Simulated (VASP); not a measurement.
## SnO: single point with PBE+D3(BJ)

SnO, a slab with vacuum:

```xyz
8
Lattice="3.8202 0.0000 0.0000 0.0000 3.8202 0.0000 0.0000 0.0000 22.2261" Properties=species:S:1:pos:R:3 pbc="T T T"
Sn    2.8651    0.9550    4.5000
Sn    0.9550    2.8651    6.8630
Sn    0.9550    2.8651   11.0630
Sn    2.8651    0.9550   13.4261
O     0.9550    0.9550    5.6815
O     2.8651    2.8651    5.6815
O     2.8651    2.8651   12.2446
O     0.9550    0.9550   12.2446
```

```
Program             : VASP 6.6.1
Task                : single point
Functional          : PBE
Dispersion          : D3(BJ)
Potentials or basis : VASP PAW PBE potentials, release 64 (Sn_d, O)
Cutoff              : 520 eV
k mesh              : 7 × 7 × 1
Occupations         : gaussian, width 0.05 eV
Spin                : no spin polarisation
```

The largest force is 0.085 eV/Å. The band gap on the k mesh is 2.40 eV (least direct gap 2.54 eV) and the dispersion energy per atom is -0.155 eV.

Forces in eV/Å, atoms in the order of the input:
```
Sn   0.000  0.000 -0.085
Sn   0.000  0.000  0.014
Sn   0.000  0.000 -0.014
Sn   0.000  0.000  0.085
O    0.000  0.000 -0.004
O    0.000  0.000 -0.004
O    0.000  0.000  0.004
O    0.000  0.000  0.004
```

Levels at points of the mesh, in eV from the valence-band top:
| k point | band 36 | band 37 | band 38 | band 39 | band 40 | band 41 | band 42 | band 43 | band 44 | band 45 |
| --- | --- | --- | --- | --- | --- | --- | --- | --- | --- | --- |
| (0.00, 0.00, 0.00) | -1.97 | -1.96 | -1.96 | -0.65 | -0.04 | 2.50 | 2.84 | 2.85 | 3.79 | 4.86 |

It took 2.2 min on 1 thread of Intel(R) Xeon(R) 6975P-C (Granite Rapids), on a shared host, peak memory 0.39 GiB.

Caveat: spin-orbit coupling is left out, which moves the levels of the heavy elements.
